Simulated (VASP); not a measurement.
# SrO (P6_3mc) in VASP: dielectric tensor with LDA

Aim: the dielectric tensor of SrO with LDA.

Everything below comes from runs of VASP 6.6.1. Logs are shortened: lines on timing, memory, paths and dates and some standing lists are left out, and cuts for length are marked.

### Step 1. The cell of the first run

Symmetry: P6_3mc, No. 186, hexagonal system. Conventional cell: a = 4.275 Å, b = 4.275 Å, c = 5.156 Å, α = 90.00°, β = 90.00°, γ = 120.00°. Within 3.3 Å of Sr (site symmetry 3m) lie 5 O at 2.47 to 2.58 Å. O (site symmetry 3m) has 5 Sr at 2.47 to 2.58 Å within 3.3 Å.

### Step 2. Dielectric tensor, LDA

Contents of INCAR:

```
SYSTEM = SrO
ALGO     = Normal         ! electronic algorithm
EDIFF    = 1E-8           ! SCF threshold, eV
ENCUT    = 520            ! plane-wave cutoff, eV
GGA      = CA             ! functional
GGA_COMPAT= .FALSE.      
ISIF     = 2              ! what is computed and relaxed
ISMEAR   = 0              ! smearing method
LASPH    = .TRUE.         ! aspherical terms in the spheres
LCHARG   = .FALSE.        ! write CHGCAR
LEPSILON = .TRUE.         ! dielectric tensor by DFPT
LREAL    = .FALSE.        ! projectors in reciprocal space
LWAVE    = .FALSE.        ! write WAVECAR
NELM     = 120            ! most SCF steps
PREC     = Accurate       ! precision mode
SIGMA    = 0.01           ! smearing width, eV
```

Contents of KPOINTS:

```
k-points
0
G
  6 6 4
  0 0 0
```

Contents of POSCAR:

```
SrO
1.0
    4.2754662700      0.0000000000      0.0000000000
   -2.1377331350      3.7026624028      0.0000000000
    0.0000000000      0.0000000000      5.1555949900
Sr O
2 2
Direct
    0.3333333333      0.6666666667      0.9381277000
    0.6666666667      0.3333333333      0.4381277000
    0.3333333333      0.6666666667      0.4368723000
    0.6666666667      0.3333333333      0.9368723000
```

Potentials or basis: VASP PAW LDA potentials, release 64 (Sr_sv, O).

Started as:

```console
> cat potpaw_LDA.64/Sr_sv/POTCAR potpaw_LDA.64/O/POTCAR > POTCAR
> mpirun -np 1 vasp_std > vasp.out
```

OUTCAR:

```text
SYSTEM = SrO
   EDIFF = 1E-8
   ENCUT = 520
   GGA = CA
   ISIF = 2
   ISMEAR = 0
   LASPH = .TRUE.
   LEPSILON = .TRUE.
   LREAL = .FALSE.
   NELM = 120
   PREC = Accurate

 ion  position               nearest neighbor table
   1  0.333  0.667  0.938-   4 2.47   4 2.47   4 2.47   3 2.57   3 2.58   2 3.57   2 3.57   2 3.57
                             2 3.57   2 3.57   2 3.57
   2  0.667  0.333  0.438-   3 2.47   3 2.47   3 2.47   4 2.57   4 2.58   1 3.57   1 3.57   1 3.57
                             1 3.57   1 3.57   1 3.57
   3  0.333  0.667  0.437-   2 2.47   2 2.47   2 2.47   1 2.57   1 2.58
   4  0.667  0.333  0.937-   1 2.47   1 2.47   1 2.47   2 2.57   2 2.58

  LATTYP: Found a hexagonal cell.
 ALAT       =     4.2754662700
 C/A-ratio  =     1.2058556107

  Lattice vectors:

 A1 = (   4.2754662700,   0.0000000000,   0.0000000000)
 A2 = (  -2.1377331350,   3.7026624028,   0.0000000000)
 A3 = (   0.0000000000,   0.0000000000,   5.1555949900)

Analysis of symmetry for initial positions (statically):
=====================================================================
 Subroutine PRICEL returns:
 Original cell was already a primitive cell.

 Routine SETGRP: Setting up the symmetry group for a
 hexagonal supercell.

 Subroutine GETGRP returns: Found 12 space group operations
 (whereof  6 operations were pure point group operations)
 out of a pool of 24 trial point group operations.

The static configuration has the point symmetry C_3v.
 The point group associated with its full space group is C_6v.

Analysis of symmetry for dynamics (positions and initial velocities):
=====================================================================
 Subroutine PRICEL returns:
 Original cell was already a primitive cell.

 Routine SETGRP: Setting up the symmetry group for a
 hexagonal supercell.

 Subroutine GETGRP returns: Found 12 space group operations
 (whereof  6 operations were pure point group operations)
 out of a pool of 24 trial point group operations.

The dynamic configuration has the point symmetry C_3v.
 The point group associated with its full space group is C_6v.

 Subroutine INISYM returns: Found 12 space group operations
 (whereof  6 operations are pure point group operations),
 and found     1 'primitive' translations

----------------------------------------------------------------------------------------

                                     Primitive cell

  volume of cell :      81.6162

  direct lattice vectors                    reciprocal lattice vectors
     4.275466270  0.000000000  0.000000000     0.233892618  0.135037966  0.000000000
    -2.137733135  3.702662403  0.000000000     0.000000000  0.270075932  0.000000000
     0.000000000  0.000000000  5.155594990     0.000000000  0.000000000  0.193964034

  length of vectors
     4.275466270  4.275466270  5.155594990     0.270075932  0.270075932  0.193964034

  position of ions in fractional coordinates (direct lattice)
     0.333333333  0.666666667  0.938127700
     0.666666667  0.333333333  0.438127700
     0.333333333  0.666666667  0.436872300
     0.666666667  0.333333333  0.936872300

  ion indices of the primitive-cell ions
   primitive index   ion index
                 1           1
                 2           2
                 3           3
                 4           4

----------------------------------------------------------------------------------------

 KPOINTS: k-points

Automatic generation of k-mesh.
 Grid dimensions read from file:
 generate k-points for:    6    6    4

 Generating k-lattice:

  Cartesian coordinates                     Fractional coordinates (reciprocal lattice)
     0.038982103  0.022506328  0.000000000     0.166666667  0.000000000  0.000000000
     0.000000000  0.045012655  0.000000000     0.000000000  0.166666667  0.000000000
     0.000000000  0.000000000  0.048491008     0.000000000  0.000000000  0.250000000

  Length of vectors
     0.045012655  0.045012655  0.048491008

  Shift w.r.t. Gamma in fractional coordinates (k-lattice)
     0.000000000  0.000000000  0.000000000

 Subroutine IBZKPT returns following result:
 ===========================================

 Found     21 irreducible k-points:

 Following reciprocal coordinates:
            Coordinates               Weight
  0.000000  0.000000  0.000000      1.000000
  0.166667  0.000000  0.000000      6.000000
[... 40 lines left out ...]
   NSW    =      0    number of steps for IOM
   IBRION =     -1    ionic relax: 0-MD 1-quasi-New 2-CG
   NFREE  =      0    steps in history (QN), initial steepest desc. (CG)
   ISIF   =      2    stress and relaxation
   ISYM   =      2    0-nonsym 1-usesym 2-fastsym
   POTIM  = 0.5000    time-step for ionic-motion
   TEBEG  =    0.0;   TEEND  =   0.0 temperature during run
   PSTRESS=    0.0 pullay stress
   NELECT =      32.0000    total number of electrons
   NUPDOWN=      -1.0000    fix difference up-down
   EMIN   =  10.00;   EMAX   =-10.00  energy-range for DOS
   EFERMI =   0.00;   METHOD = LEGACY
   ISMEAR =     0;   SIGMA  =   0.01  broadening in eV -4-tet -1-fermi 0-gaus
   EFERMI_NEDOS =   21; number of points for ismear=-14 and -15
   IALGO  =     38    algorithm
   IMIX   =      4    mixing-type and parameters
     AMIX     =   0.40;   BMIX     =  1.00
     AMIX_MAG =   1.60;   BMIX_MAG =  1.00
  volume/ion in A,a.u.               =      20.40       137.69
  Fermi-wavevector in a.u.,A,eV,Ry     =   1.198209  2.264287 19.533960  1.435706
  Thomas-Fermi vector in A             =   2.334104
   LORBIT       =      0    0 simple, 1 ext, 2 COOP (PROOUT), +10 PAW based schemes
   GGA     = CA    functional components
   LHFCALC =     F    Hartree Fock is set to
   AEXX    =    0.0000 exact exchange contribution
   IVDW    =     0    specifies the selected vdW correction
   LEPSILON=     T    determine dielectric tensor
   LRPA    =     F    only Hartree local field effects (RPA)
 non-spin polarized calculation
 Gauss-broadening in eV      SIGMA  =   0.01
  energy-cutoff  :      520.00
  volume of cell :       81.62
 maximum number of plane-waves:      2220
 NGX is ok and might be reduce to    32
   NGX = 15   NGY = 15   NGZ = 19

--------------------------------------- Ionic step        1  -------------------------------------------

 number of electron      32.0000008 magnetization

 E-fermi :   0.5553     XC(G=0):  -9.4575

 val. band max:        0.4192883068   @ k =   0.0000   0.0000   0.0000
 cond. band min:       2.8663518497   @ k =   0.0000   0.0000   0.0000
 fundamental gap:      2.4470635429
 Fermi energy:         0.5553451979

 k-point     1 :       0.0000    0.0000    0.0000
  band No.  band energies     occupation
      1     -31.7030      2.00000
      2     -31.5302      2.00000
      3     -14.3710      2.00000
      4     -14.2765      2.00000
      5     -14.2662      2.00000
      6     -13.9497      2.00000
[... 472 lines left out ...]
     19       7.8962      0.00000
     20       7.8966      0.00000

  FORCE on cell =-STRESS in cart. coord.  units (eV):
  Direction    XX          YY          ZZ          XY          YZ          ZX
  --------------------------------------------------------------------------------------
  -------------------------------------------------------------------------------------
  Total       -1.9226924     -1.9226924     -2.1855193     -0.0000000      0.0000000      0.0000000
  in kB      -37.7436583    -37.7436583    -42.9031156     -0.0000000      0.0000000      0.0000000
  external PRESSURE =     -39.4634774 kB  Pullay stress =       0.0000000 kB

 VOLUME and BASIS-vectors are now :
 -----------------------------------------------------------------------------
  energy-cutoff  :      520.00
  volume of cell :       81.62
      direct lattice vectors                 reciprocal lattice vectors
     4.275466270  0.000000000  0.000000000     0.233892618  0.135037966  0.000000000
    -2.137733135  3.702662403  0.000000000     0.000000000  0.270075932  0.000000000
     0.000000000  0.000000000  5.155594990     0.000000000  0.000000000  0.193964034

 POSITION                                       TOTAL-FORCE (eV/Angst)
 -----------------------------------------------------------------------------------
     -0.00000      2.46844      4.83661        -0.000000     -0.000000     -0.011532
      2.13773      1.23422      2.25881        -0.000000      0.000000     -0.011532
     -0.00000      2.46844      2.25234        -0.000000      0.000000      0.011532
      2.13773      1.23422      4.83013         0.000000     -0.000000      0.011532
 -----------------------------------------------------------------------------------
    total drift:                               -0.000000      0.000000      0.000393

  FREE ENERGIE OF THE ION-ELECTRON SYSTEM (eV)
  ---------------------------------------------------
  free  energy   TOTEN  =       -26.3465335366 eV

  energy  without entropy=      -26.3465335366  energy(sigma->0) =      -26.34653354

 HEAD OF MICROSCOPIC STATIC DIELECTRIC TENSOR (INDEPENDENT PARTICLE, excluding Hartree and local field effects)
 ------------------------------------------------------
           3.744758     0.000000     0.000000
           0.000000     3.744758     0.000000
           0.000000     0.000000     3.692862
 ------------------------------------------------------

 Free energy of the ion-electron system (eV)
  ---------------------------------------------------
  ---------------------------------------------------
  free energy    TOTEN  =        -0.58241913 eV

  energy without entropy =       -0.58241913

------------------------ aborting loop because EDIFF is reached ----------------------------------------

--------------------------------------- Ionic step        2  -------------------------------------------

------------------------ aborting loop because EDIFF is reached ----------------------------------------

--------------------------------------- Ionic step        3  -------------------------------------------

 Free energy of the ion-electron system (eV)
  ---------------------------------------------------
  ---------------------------------------------------
  free energy    TOTEN  =        -0.60515312 eV

  energy without entropy =       -0.60515312

------------------------ aborting loop because EDIFF is reached ----------------------------------------

 PIEZOELECTRIC TENSOR FIELD DIRECTION 3  (e Angst)
 -----------------------------------------------------------------------------
     0.00351 -0.00000  0.00000           ( -0.00264 -0.00000  0.00000)
     0.00000  0.00351  0.00000           ( -0.00000 -0.00264  0.00000)
    -0.00000  0.00000 -0.03292           (  0.00000  0.00000  0.00136)

 PIEZOELECTRIC TENSOR FIELD DIRECTION 3  (C/m^2)
 -----------------------------------------------------------------------------
     0.00069 -0.00000  0.00000
     0.00000  0.00069  0.00000
    -0.00000  0.00000 -0.00646

 MACROSCOPIC STATIC DIELECTRIC TENSOR (including local field effects in DFT)
 ------------------------------------------------------
           3.398343    -0.000000     0.000000
           0.000000     3.398343     0.000000
           0.000000     0.000000     3.518291
 ------------------------------------------------------

 PIEZOELECTRIC TENSOR (including local field effects)  for field in x, y, z        (e  Angst)
          XX          YY          ZZ          XY          YZ          ZX
  --------------------------------------------------------------------------------
  x     0.00000     0.00000     0.00000     0.00000     0.00000     0.01096
  y     0.00000     0.00000     0.00000     0.00000     0.01096     0.00000
  z     0.00351     0.00351    -0.03292     0.00000     0.00000     0.00000

 PIEZOELECTRIC TENSOR (including local field effects)  for field in x, y, z        (C/m^2)
          XX          YY          ZZ          XY          YZ          ZX
  --------------------------------------------------------------------------------
  x     0.00000     0.00000     0.00000     0.00000     0.00000     0.00215
  y     0.00000     0.00000     0.00000     0.00000     0.00215     0.00000
  z     0.00069     0.00069    -0.00646     0.00000     0.00000     0.00000

 BORN EFFECTIVE CHARGES (including local field effects) (in |e|, cummulative output)
 ---------------------------------------------------------------------------------
 ion    1
    1     2.08780     0.00000     0.00000
    2     0.00000     2.08780    -0.00000
    3     0.00000     0.00000     2.41751
 ion    2
    1     2.08780     0.00000    -0.00000
    2     0.00000     2.08780     0.00000
    3     0.00000    -0.00000     2.41751
 ion    3
    1    -2.08780    -0.00000     0.00000
    2     0.00000    -2.08780     0.00000
    3     0.00000     0.00000    -2.41751
 ion    4
    1    -2.08780     0.00000     0.00000
    2     0.00000    -2.08780     0.00000
    3    -0.00000     0.00000    -2.41751
```

Run time: 14 min. Hardware: 1 thread of Intel Xeon Platinum 8259CL at 2.50GHz (Skylake/Cascade Lake), shared host; peak memory 0.32 GiB.

Results:

```
Band gap on the k mesh                  : 2.45 eV
Electronic dielectric tensor (diagonal) : 3.40, 3.40, 3.52
Born charges (mean of the diagonal)     : Sr +2.20; O -2.20 e
```

Electronic dielectric tensor:
```
3.40 0.00 0.00
0.00 3.40 0.00
0.00 0.00 3.52
```

Born effective charge tensors (e):
atom 1, Sr
```
2.09 0.00 0.00
0.00 2.09 0.00
0.00 0.00 2.42
```
atom 2, Sr
```
2.09 0.00 0.00
0.00 2.09 0.00
0.00 0.00 2.42
```
atom 3, O
```
-2.09  0.00  0.00
 0.00 -2.09  0.00
 0.00  0.00 -2.42
```
atom 4, O
```
-2.09  0.00  0.00
 0.00 -2.09  0.00
 0.00  0.00 -2.42
```
